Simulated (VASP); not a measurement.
# KCl (I4/mmm) in VASP: a series of runs

Runs on KCl. Level: LDA. Tasks: electric field gradients.

Program: VASP 6.6.1. These are calculated values, not measurements. Logs are shortened: lines on timing, memory, paths and dates and some standing lists are left out, and cuts for length are marked.

### 1 The cell of the first run

Symmetry: I4/mmm, No. 139, tetragonal system. Conventional cell: a = 4.463 Å, b = 4.463 Å, c = 6.123 Å, α = 90.00°, β = 90.00°, γ = 90.00°. K (site symmetry 4/mmm) has 6 Cl at 3.06 to 3.16 Å within 4.0 Å. Cl (site symmetry 4/mmm) has 6 K at 3.06 to 3.16 Å within 4.0 Å.

### 2 Electric field gradients, LDA (zz strain of -3 %)

INCAR

```
  PREC = Accurate
  ENCUT = 520
  EDIFF = 1E-8
  ISMEAR = -1
  SIGMA = 0.03
  LREAL = F
  LASPH = T
  NELM = 80
  ALGO = Normal
  ISIF = 2
  LWAVE = F
  LCHARG = F
  GGA = CA
  LEFG = T
  NBANDS = 15
```

KPOINTS

```
regular mesh
0
Gamma
  7 7 7
```

POSCAR

```
KCl
1.0
    0.0000000000      3.1561000000      3.0614170000
    3.1561000000      0.0000000000      3.0614170000
    3.1561000000      3.1561000000      0.0000000000
K Cl
1 1
Direct
    0.0000000000      0.0000000000      0.0000000000
    0.5000000000      0.5000000000      0.5000000000
```

Potentials or basis: VASP PAW LDA potentials, release 64 (K_sv, Cl).

Launch:

```
> cat potpaw_LDA.64/K_sv/POTCAR potpaw_LDA.64/Cl/POTCAR > POTCAR
> mpirun -np 1 vasp_std > vasp.out
```

OUTCAR:

```text
PREC = Accurate
   ENCUT = 520
   EDIFF = 1E-8
   ISMEAR = -1
   LREAL = F
   LASPH = T
   NELM = 80
   ISIF = 2
   GGA = CA

 ion  position               nearest neighbor table
   1  0.000  0.000  0.000-   2 3.06   2 3.06   2 3.16   2 3.16   2 3.16   2 3.16
   2  0.500  0.500  0.500-   1 3.06   1 3.06   1 3.16   1 3.16   1 3.16   1 3.16

  LATTYP: Found a body centered tetragonal cell.
 ALAT       =     4.4633994242
 C/A-ratio  =     1.3717871555

  Lattice vectors:

 A1 = (   0.0000000000,  -3.1561000000,  -3.0614170000)
 A2 = (   0.0000000000,   3.1561000000,  -3.0614170000)
 A3 = (   3.1561000000,   0.0000000000,   3.0614170000)

Analysis of symmetry for initial positions (statically):
=====================================================================
 Subroutine PRICEL returns:
 Original cell was already a primitive cell.

 Routine SETGRP: Setting up the symmetry group for a
 body centered tetragonal supercell.

 Subroutine GETGRP returns: Found 16 space group operations
 (whereof 16 operations were pure point group operations)
 out of a pool of 16 trial point group operations.

The static configuration has the point symmetry D_4h.

Analysis of symmetry for dynamics (positions and initial velocities):
=====================================================================
 Subroutine PRICEL returns:
 Original cell was already a primitive cell.

 Routine SETGRP: Setting up the symmetry group for a
 body centered tetragonal supercell.

 Subroutine GETGRP returns: Found 16 space group operations
 (whereof 16 operations were pure point group operations)
 out of a pool of 16 trial point group operations.

The dynamic configuration has the point symmetry D_4h.

 Subroutine INISYM returns: Found 16 space group operations
 (whereof 16 operations are pure point group operations),
 and found     1 'primitive' translations

----------------------------------------------------------------------------------------

                                     Primitive cell

  volume of cell :      60.9893

  direct lattice vectors                    reciprocal lattice vectors
     0.000000000  3.156100000  3.061417000    -0.158423371  0.158423371  0.163323062
     3.156100000  0.000000000  3.061417000     0.158423371 -0.158423371  0.163323062
     3.156100000  3.156100000  0.000000000     0.158423371  0.158423371 -0.163323062

  length of vectors
     4.396958182  4.396958182  4.463399424     0.277255030  0.277255030  0.277255030

  position of ions in fractional coordinates (direct lattice)
     0.000000000  0.000000000  0.000000000
     0.500000000  0.500000000  0.500000000

  ion indices of the primitive-cell ions
   primitive index   ion index
                 1           1
                 2           2

----------------------------------------------------------------------------------------

 KPOINTS: regular mesh

Automatic generation of k-mesh.
 Grid dimensions read from file:
 generate k-points for:    7    7    7

 Generating k-lattice:

  Cartesian coordinates                     Fractional coordinates (reciprocal lattice)
    -0.022631910  0.022631910  0.023331866     0.142857143 -0.000000000  0.000000000
     0.022631910 -0.022631910  0.023331866    -0.000000000  0.142857143  0.000000000
     0.022631910  0.022631910 -0.023331866     0.000000000  0.000000000  0.142857143

  Length of vectors
     0.039607861  0.039607861  0.039607861

  Shift w.r.t. Gamma in fractional coordinates (k-lattice)
     0.000000000  0.000000000  0.000000000

 Subroutine IBZKPT returns following result:
 ===========================================
[... 35 lines left out ...]
   ions per type =               1   1
   NGX,Y,Z   is equivalent  to a cutoff of  13.61, 13.61, 13.41 a.u.
   NGXF,Y,Z  is equivalent  to a cutoff of  27.22, 27.22, 26.82 a.u.
 SYSTEM =  unknown system
   PREC   = accura    normal or accurate (medium, high low for compatibility)
   ISTART =      0    job   : 0-new  1-cont  2-samecut
   ICHARG =      2    charge: 1-file 2-atom 10-const
   ISPIN  =      1    spin polarized calculation?
   LNONCOLLINEAR =      F non collinear calculations
   LSORBIT =      F    spin-orbit coupling
   LASPH  =      T    aspherical Exc in radial PAW
   ENCUT  =  520.0 eV  38.22 Ry    6.18 a.u.   8.18  8.18  8.30*2*pi/ulx,y,z
   NELM   =     80;   NELMIN=  2; NELMDL= -5     # of ELM steps
   EDIFF  = 0.1E-07   stopping-criterion for ELM
   LREAL  =      F    real-space projection
   EDIFFG = 0.1E-06   stopping-criterion for IOM
   NSW    =      0    number of steps for IOM
   IBRION =     -1    ionic relax: 0-MD 1-quasi-New 2-CG
   NFREE  =      0    steps in history (QN), initial steepest desc. (CG)
   ISIF   =      2    stress and relaxation
   ISYM   =      2    0-nonsym 1-usesym 2-fastsym
   POTIM  = 0.5000    time-step for ionic-motion
   TEBEG  =    0.0;   TEEND  =   0.0 temperature during run
   PSTRESS=    0.0 pullay stress
   NELECT =      16.0000    total number of electrons
   NUPDOWN=      -1.0000    fix difference up-down
   EMIN   =  10.00;   EMAX   =-10.00  energy-range for DOS
   EFERMI =   0.00;   METHOD = LEGACY
   ISMEAR =    -1;   SIGMA  =   0.03  broadening in eV -4-tet -1-fermi 0-gaus
   EFERMI_NEDOS =   21; number of points for ismear=-14 and -15
   IALGO  =     38    algorithm
   IMIX   =      4    mixing-type and parameters
     AMIX     =   0.40;   BMIX     =  1.00
     AMIX_MAG =   1.60;   BMIX_MAG =  1.00
  volume/ion in A,a.u.               =      30.49       205.79
  Fermi-wavevector in a.u.,A,eV,Ry     =   1.048005  1.980443 14.943485  1.098315
  Thomas-Fermi vector in A             =   2.182909
   LORBIT       =      0    0 simple, 1 ext, 2 COOP (PROOUT), +10 PAW based schemes
   GGA     = CA    functional components
   LHFCALC =     F    Hartree Fock is set to
   AEXX    =    0.0000 exact exchange contribution
   IVDW    =     0    specifies the selected vdW correction
   LEPSILON=     F    determine dielectric tensor
   LRPA    =     F    only Hartree local field effects (RPA)
 non-spin polarized calculation
  energy-cutoff  :      520.00
  volume of cell :       60.99
 maximum number of plane-waves:      1656
 NGX is ok and might be reduce to    36
   NGX = 17   NGY = 17   NGZ = 17

 number of electron      16.0000001 magnetization

 Free energy of the ion-electron system (eV)
  ---------------------------------------------------
  ext. energy  EPLUGINS =         0.00000000
  ---------------------------------------------------
  free energy    TOTEN  =        -7.37973878 eV

  energy without entropy =       -7.37973878  energy(sigma->0) =       -7.37973878

 E-fermi :  -1.2827     XC(G=0):  -8.1975

 val. band max:       -1.9785613484   @ k =   0.0000   0.0000   0.0000
 cond. band min:       2.8184369509   @ k =   0.0000   0.0000   0.0000
 fundamental gap:      4.7969982993
 Fermi energy:        -1.2827443652

 k-point     1 :       0.0000    0.0000    0.0000
  band No.  band energies     occupation
      1     -28.7759      2.00000
      2     -14.0483      2.00000
      3     -12.4791      2.00000
      4     -12.4734      2.00000
      5     -12.4734      2.00000
      6      -2.0039      2.00000
      7      -2.0039      2.00000
      8      -1.9786      2.00000
      9       2.8184      0.00000
     10       6.0338      0.00000
     11       6.0338      0.00000
     12       6.2345      0.00000
     13       6.9653      0.00000
     14       7.1318      0.00000
[... 401 lines left out ...]
      2     -14.1352      2.00000
      3     -12.5525      2.00000
      4     -12.5155      2.00000
      5     -12.3354      2.00000
      6      -2.8688      2.00000
      7      -2.4322      2.00000
      8      -2.3592      2.00000
      9       5.4302      0.00000
     10       5.8803      0.00000
     11       7.6039      0.00000
     12       8.2782      0.00000
     13       8.7682      0.00000
     14       9.2306      0.00000
     15       9.8582      0.00000

 [... further k-points ...]

------------------------ aborting loop because EDIFF is reached ----------------------------------------

  FORCE on cell =-STRESS in cart. coord.  units (eV):
  Direction    XX          YY          ZZ          XY          YZ          ZX
  --------------------------------------------------------------------------------------
  -------------------------------------------------------------------------------------
  Total       -0.7272023     -0.7272023     -0.3091351      0.0000000      0.0000000      0.0000000
  in kB      -19.1034517    -19.1034517     -8.1209129      0.0000000      0.0000000      0.0000000
  external PRESSURE =     -15.4426055 kB  Pullay stress =       0.0000000 kB

 VOLUME and BASIS-vectors are now :
 -----------------------------------------------------------------------------
  energy-cutoff  :      520.00
  volume of cell :       60.99
      direct lattice vectors                 reciprocal lattice vectors
     0.000000000  3.156100000  3.061417000    -0.158423371  0.158423371  0.163323062
     3.156100000  0.000000000  3.061417000     0.158423371 -0.158423371  0.163323062
     3.156100000  3.156100000  0.000000000     0.158423371  0.158423371 -0.163323062

 POSITION                                       TOTAL-FORCE (eV/Angst)
 -----------------------------------------------------------------------------------
      0.00000      0.00000      0.00000         0.000000     -0.000000      0.000000
      3.15610      3.15610      3.06142        -0.000000      0.000000     -0.000000
 -----------------------------------------------------------------------------------
    total drift:                                0.000000      0.000000      0.000000

  FREE ENERGIE OF THE ION-ELECTRON SYSTEM (eV)
  ---------------------------------------------------
  free  energy   TOTEN  =        -7.3797387821 eV

  energy  without entropy=       -7.3797387821  energy(sigma->0) =       -7.37973878

 Electric field gradients (V/A^2)
---------------------------------------------------------------------
 ion       V_xx      V_yy      V_zz      V_xy      V_xz      V_yz
---------------------------------------------------------------------
   1       3.129     3.129    -6.257    -0.000    -0.000    -0.000
   2       1.961     1.961    -3.921    -0.000    -0.001    -0.001
---------------------------------------------------------------------

 Electric field gradients after diagonalization (V/A^2)
 (convention: |V_zz| > |V_xx| > |V_yy|)
----------------------------------------------------------------------
 ion       V_xx      V_yy      V_zz     asymmetry (V_yy - V_xx)/ V_zz
----------------------------------------------------------------------
   1       3.129     3.129    -6.257       0.000
   2       1.961     1.960    -3.921       0.000
----------------------------------------------------------------------

           NMR quadrupolar parameters

 Cq : quadrupolar parameter    Cq=e*Q*V_zz/h
 eta: asymmetry parameters     (V_yy - V_xx)/ V_zz
 Q  : nuclear electric quadrupole moment in mb (millibarn)
----------------------------------------------------------------------
 ion       Cq(MHz)       eta       Q (mb)
----------------------------------------------------------------------
   1      -0.015       0.000       1.000
   2      -0.009       0.000       1.000
----------------------------------------------------------------------
```

Wall time 32 s (1 thread of Intel Xeon Platinum 8259CL at 2.50GHz (Skylake/Cascade Lake), shared host); peak memory 0.18 GiB.

What came out:

```yaml
Free_energy: -7.3797 eV
Pressure: -1.5 GPa
Band_gap_on_the_k_mesh: 4.80 eV
Largest_electric_field_gradient_by_atom: K -6.3; Cl -3.9 V/Å²
```

Stress tensor (GPa, compression positive):
```
-1.91  0.00  0.00
 0.00 -1.91  0.00
 0.00  0.00 -0.81
```

Levels at points of the mesh, in eV from the valence-band top:
| k point | band 6 | band 7 | band 8 | band 9 | band 10 | band 11 |
| --- | --- | --- | --- | --- | --- | --- |
| (0.00, 0.00, 0.00) | -0.03 | -0.03 | 0.00 | 4.80 | 8.01 | 8.01 |

Electric field gradients, principal values (V/Å²):
```
atom  least  middle  greatest (by size)
 1 K  3.129   3.129              -6.257
2 Cl  1.960   1.961              -3.921
```

Caveat: the cell differs from its parent crystal (zz strain of -3 %); without QUAD_EFG the Cq values of the log hold for a quadrupole moment of 1 mb, not for the nuclei.

### 3 Electric field gradients, LDA (zz strain of -3 %)

INCAR

```
SYSTEM = KCl
  ALGO = Normal
  EDIFF = 1E-8
  ENCUT = 520
  ISIF = 2
  ISMEAR = -1
  LASPH = .True.
  LCHARG = .False.
  LEFG = .True.
  LREAL = .False.
  LWAVE = .False.
  NBANDS = 15
  NELM = 100
  PREC = Accurate
  SIGMA = 0.03
```

KPOINTS

```
k-points
0
Gamma
  7 7 7
  0 0 0
```

POSCAR is that of step 2.

Potentials or basis: VASP PAW LDA potentials, release 64 (K_sv, Cl).

Launch:

```
> cat potpaw_LDA.64/K_sv/POTCAR potpaw_LDA.64/Cl/POTCAR > POTCAR
> mpirun -np 1 vasp_std > vasp.out
```

OUTCAR:

```text
SYSTEM = KCl
   EDIFF = 1E-8
   ENCUT = 520
   ISIF = 2
   ISMEAR = -1
   LASPH = .True.
   LREAL = .False.
   NELM = 100
   PREC = Accurate

 ion  position               nearest neighbor table
   1  0.000  0.000  0.000-   2 3.06   2 3.06   2 3.16   2 3.16   2 3.16   2 3.16
   2  0.500  0.500  0.500-   1 3.06   1 3.06   1 3.16   1 3.16   1 3.16   1 3.16

  LATTYP: Found a body centered tetragonal cell.
 ALAT       =     4.4633994242
 C/A-ratio  =     1.3717871555

  Lattice vectors:

 A1 = (   0.0000000000,  -3.1561000000,  -3.0614170000)
 A2 = (   0.0000000000,   3.1561000000,  -3.0614170000)
 A3 = (   3.1561000000,   0.0000000000,   3.0614170000)

Analysis of symmetry for initial positions (statically):
=====================================================================
 Subroutine PRICEL returns:
 Original cell was already a primitive cell.

 Routine SETGRP: Setting up the symmetry group for a
 body centered tetragonal supercell.

 Subroutine GETGRP returns: Found 16 space group operations
 (whereof 16 operations were pure point group operations)
 out of a pool of 16 trial point group operations.

The static configuration has the point symmetry D_4h.

Analysis of symmetry for dynamics (positions and initial velocities):
=====================================================================
 Subroutine PRICEL returns:
 Original cell was already a primitive cell.

 Routine SETGRP: Setting up the symmetry group for a
 body centered tetragonal supercell.

 Subroutine GETGRP returns: Found 16 space group operations
 (whereof 16 operations were pure point group operations)
 out of a pool of 16 trial point group operations.
[... 577 lines left out ...]
      6      -2.8688      2.00000
      7      -2.4322      2.00000
      8      -2.3592      2.00000
      9       5.4302      0.00000
     10       5.8803      0.00000
     11       7.6039      0.00000
     12       8.2782      0.00000
     13       8.7682      0.00000
     14       9.2306      0.00000
     15       9.8582      0.00000

 [... further k-points ...]

------------------------ aborting loop because EDIFF is reached ----------------------------------------

  FORCE on cell =-STRESS in cart. coord.  units (eV):
  Direction    XX          YY          ZZ          XY          YZ          ZX
  --------------------------------------------------------------------------------------
  -------------------------------------------------------------------------------------
  Total       -0.7272023     -0.7272023     -0.3091351      0.0000000      0.0000000      0.0000000
  in kB      -19.1034517    -19.1034517     -8.1209129      0.0000000      0.0000000      0.0000000
  external PRESSURE =     -15.4426055 kB  Pullay stress =       0.0000000 kB

 VOLUME and BASIS-vectors are now :
 -----------------------------------------------------------------------------
  energy-cutoff  :      520.00
  volume of cell :       60.99
      direct lattice vectors                 reciprocal lattice vectors
     0.000000000  3.156100000  3.061417000    -0.158423371  0.158423371  0.163323062
     3.156100000  0.000000000  3.061417000     0.158423371 -0.158423371  0.163323062
     3.156100000  3.156100000  0.000000000     0.158423371  0.158423371 -0.163323062

 POSITION                                       TOTAL-FORCE (eV/Angst)
 -----------------------------------------------------------------------------------
      0.00000      0.00000      0.00000         0.000000     -0.000000      0.000000
      3.15610      3.15610      3.06142        -0.000000      0.000000     -0.000000
 -----------------------------------------------------------------------------------
    total drift:                                0.000000      0.000000      0.000000

  FREE ENERGIE OF THE ION-ELECTRON SYSTEM (eV)
  ---------------------------------------------------
  free  energy   TOTEN  =        -7.3797387821 eV

  energy  without entropy=       -7.3797387821  energy(sigma->0) =       -7.37973878

 Electric field gradients (V/A^2)
---------------------------------------------------------------------
 ion       V_xx      V_yy      V_zz      V_xy      V_xz      V_yz
---------------------------------------------------------------------
   1       3.129     3.129    -6.257    -0.000    -0.000    -0.000
   2       1.961     1.961    -3.921    -0.000    -0.001    -0.001
---------------------------------------------------------------------

 Electric field gradients after diagonalization (V/A^2)
 (convention: |V_zz| > |V_xx| > |V_yy|)
----------------------------------------------------------------------
 ion       V_xx      V_yy      V_zz     asymmetry (V_yy - V_xx)/ V_zz
----------------------------------------------------------------------
   1       3.129     3.129    -6.257       0.000
   2       1.961     1.960    -3.921       0.000
----------------------------------------------------------------------

           NMR quadrupolar parameters

 Cq : quadrupolar parameter    Cq=e*Q*V_zz/h
 eta: asymmetry parameters     (V_yy - V_xx)/ V_zz
 Q  : nuclear electric quadrupole moment in mb (millibarn)
----------------------------------------------------------------------
 ion       Cq(MHz)       eta       Q (mb)
----------------------------------------------------------------------
   1      -0.015       0.000       1.000
   2      -0.009       0.000       1.000
----------------------------------------------------------------------
```

It took 31 s on 1 thread of Intel Xeon Platinum 8259CL at 2.50GHz (Skylake/Cascade Lake), shared host; peak memory 0.19 GiB.

Results:

```yaml
Free_energy: -7.3797 eV
Pressure: -1.5 GPa
Band_gap_on_the_k_mesh: 4.80 eV
Largest_electric_field_gradient_by_atom: K -6.3; Cl -3.9 V/Å²
```

Stress tensor (GPa, compression positive):
```
-1.91  0.00  0.00
 0.00 -1.91  0.00
 0.00  0.00 -0.81
```

Levels at points of the mesh, in eV from the valence-band top:
```tsv
k point	band 5	band 6	band 7	band 8	band 9	band 10	band 11	band 12
(0.00, 0.00, 0.00)	-10.49	-0.03	-0.03	0.00	4.80	8.01	8.01	8.21
```

Electric field gradients, principal values (V/Å²):
| atom | least | middle | greatest (by size) |
| --- | --- | --- | --- |
| 1 K | 3.129 | 3.129 | -6.257 |
| 2 Cl | 1.960 | 1.961 | -3.921 |

Caveat: the cell differs from its parent crystal (zz strain of -3 %); without QUAD_EFG the Cq values of the log hold for a quadrupole moment of 1 mb, not for the nuclei.
